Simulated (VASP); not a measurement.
Si3C2:

```
Si C
1.0
     1.48348   -2.57019   -0.05486
    -4.33344   -2.50263   -0.00537
     0.03570    1.59276   -6.44671
Si C
6 4
Direct
  0.58089 0.86081 0.16419
  0.09305 0.35298 0.14593
  0.24049 0.75067 0.50294
  0.74319 0.24597 0.49840
  0.89632 0.64089 0.84436
  0.42129 0.14841 0.85154
  0.65521 0.55756 0.30194
  0.17272 0.05291 0.31329
  0.84483 0.94245 0.69345
  0.35203 0.44736 0.68395
```

| Property | Result |
| --- | --- |
| Program | VASP 6.6.1 |
| Task | relaxation of cell and atoms |
| Functional | PBE |
| Potentials or basis | VASP PAW PBE potentials, release 64 (Si, C) |
| Cutoff | 600 eV |
| k mesh | 8 × 4 × 8 |
| Occupations | gaussian, width 0.2 eV |
| Spin | no spin polarisation |

At the start: pressure 10.9 GPa; volume 9.61 Å³/atom.

Problem. How do energy, volume and symmetry change on relaxing?

Solution. Over 19 steps the energy falls by 46.0 meV/atom and the volume is 9.97 Å³/atom (+3.7 %); space group P1 (No. 1, to 0.1 Å) before, C2/m (No. 12, to 0.1 Å).

The path:
```
step  energy change (eV)  largest force (eV/Å)  pressure (GPa)  volume (Å³)
   1              0.0000                2.5073           10.93        96.12
   2             -0.1124                1.2359          -10.76       105.51
   3             -0.3685                0.4845           -2.15       101.00
   4             -0.3687                0.4703           -1.93       100.90
   5             -0.4254                0.2609           -0.27        99.86
   6             -0.4313                0.2471            0.54        99.41
   7             -0.4450                0.1691            0.00        99.63
   8             -0.4484                0.1734           -0.39        99.80
   9             -0.4528                0.1129            0.36        99.50
  10             -0.4529                0.1084            0.47        99.46
  11             -0.4561                0.0829           -0.14        99.74
  12             -0.4563                0.0893           -0.29        99.82
  13             -0.4579                0.0804            0.08        99.65
  14             -0.4579                0.0860            0.15        99.61
  15             -0.4589                0.0462           -0.05        99.70
  16             -0.4590                0.0414           -0.12        99.73
  17             -0.4594                0.0321            0.12        99.62
  18             -0.4594                0.0337            0.14        99.61
  19             -0.4597                0.0223           -0.09        99.72
```

Final structure:
```
Si C
1.0
     1.47721   -2.55758   -0.00034
    -4.42666   -2.55538    0.05077
     0.05525    1.73880   -6.61463
Si C
6 4
Cartesian
  -2.9123 -3.3876 -0.9354
  -1.4375 -0.8286 -0.9611
  -2.9224 -1.6890 -3.2684
  0.0284 -1.6878 -3.2957
  -1.4567 -2.5441 -5.6033
  0.0171 0.0136 -5.6299
  -1.4483 -2.5418 -2.0232
  0.0264 0.0155 -2.0505
  -2.9203 -3.3884 -4.5152
  -1.4455 -0.8326 -4.5382
```
